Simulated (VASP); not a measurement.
# Pd: single point with PBEsol

The system is Pd.

```
CELL_PARAMETERS angstrom
0.00000 1.93679 1.93679
1.93679 0.00000 1.93679
1.93679 1.93679 0.00000
ATOMIC_POSITIONS crystal
Pd 0.00000 0.00000 0.00000
```

```yaml
Program: VASP 6.6.1
Task: single point
Functional: PBEsol
Potentials_or_basis: VASP PAW PBE potentials, release 64 (Pd)
Cutoff: 520 eV
k_mesh: 10 × 10 × 10
Occupations: methfessel-paxton, width 0.05 eV
Spin: no spin polarisation
Dipole_correction: no
Further_INCAR_settings: ALGO = Normal; EDIFF = 1e-07; NBANDS = 11
```

* Pressure: -0.3 GPa
* Band gap on the k mesh: zero (band 5 reaches 10.19 eV, above the bottom of band 6 at 8.58 eV)

Levels at points of the mesh, in eV from the Fermi level:
```csv
k point,band 2,band 3,band 4,band 5,band 6,band 7,band 8,band 9
"(0.00, 0.00, 0.00)",-2.94,-2.94,-2.94,-1.27,-1.27,17.11,21.96,21.96
"(0.50, 0.00, 0.00)",-2.98,-2.98,-0.03,-0.03,0.86,7.37,16.47,21.13
"(0.50, 0.50, 0.00)",-5.28,-0.05,0.29,0.29,3.23,10.85,13.17,13.17
```

It took 14 s on 1 thread of Intel(R) Xeon(R) Platinum 8259CL CPU @ 2.50GHz (Skylake/Cascade Lake) (shared host), peak memory 0.12 GiB.

Caveat: the PAW data sets were made with another functional, which shifts forces and pressure a little.
